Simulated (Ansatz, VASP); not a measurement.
## Cs2SnI6: VASP beside Ansatz

```
CELL_PARAMETERS angstrom
0.00000 -5.64129 5.64129
0.00000 5.64129 5.64129
-11.28257 0.00000 0.00000
ATOMIC_POSITIONS crystal
Cs 0.00000 0.50000 0.75000
Cs 0.50000 0.00000 0.25000
Cs 0.00000 0.50000 0.25000
Cs 0.50000 0.00000 0.75000
Sn 0.00000 0.00000 0.00000
Sn 0.50000 0.50000 0.50000
I 0.00000 0.00000 0.25242
I 0.50000 0.50000 0.75242
I 0.75242 0.24758 0.50000
I 0.25242 0.74758 0.00000
I 0.24758 0.75242 0.50000
I 0.74758 0.25242 0.00000
I 0.00000 0.00000 0.74758
I 0.50000 0.50000 0.24758
I 0.24758 0.24758 0.50000
I 0.74758 0.74758 0.00000
I 0.75242 0.75242 0.50000
I 0.25242 0.25242 0.00000
```

Alike in both runs: task single point; functional LDA; k mesh 3 × 3 × 3; occupations gaussian, width 0.1 eV; no spin polarisation.

```csv
,VASP,Ansatz
version,VASP 6.6.1,Ansatz 0.2.0
potentials or method,"VASP PAW LDA potentials, release 64 (Cs_sv, Sn_d, I), cutoff 500 eV","scalar-relativistic, plane waves, PAW"
valence electrons in the cell,148,268
```

VASP gave:

| Item | Value |
| --- | --- |
| gap on the k mesh at the Fermi level (eV) | none |
| pressure (GPa) | 0.0 |
| rms of the force components (eV/Å) | 0.004 |

Problem. Estimate Ansatz's values.

Solution. gap on the k mesh at the Fermi level (eV): none; pressure (GPa): 0.0; rms of the force components (eV/Å): 0.001.

LDA's correlation is that of Perdew and Zunger in VASP and of Perdew and Wang (1992) in Ansatz. Atom by atom the forces differ by 0.003 eV/Å (rms over components). A gap of «none» marks a metal or a gap that the smearing closes. VASP's potentials hold 148 valence electrons a cell and Ansatz's 268, so a difference there can come from the potentials and not from the codes.

Neither program's run includes spin-orbit coupling.
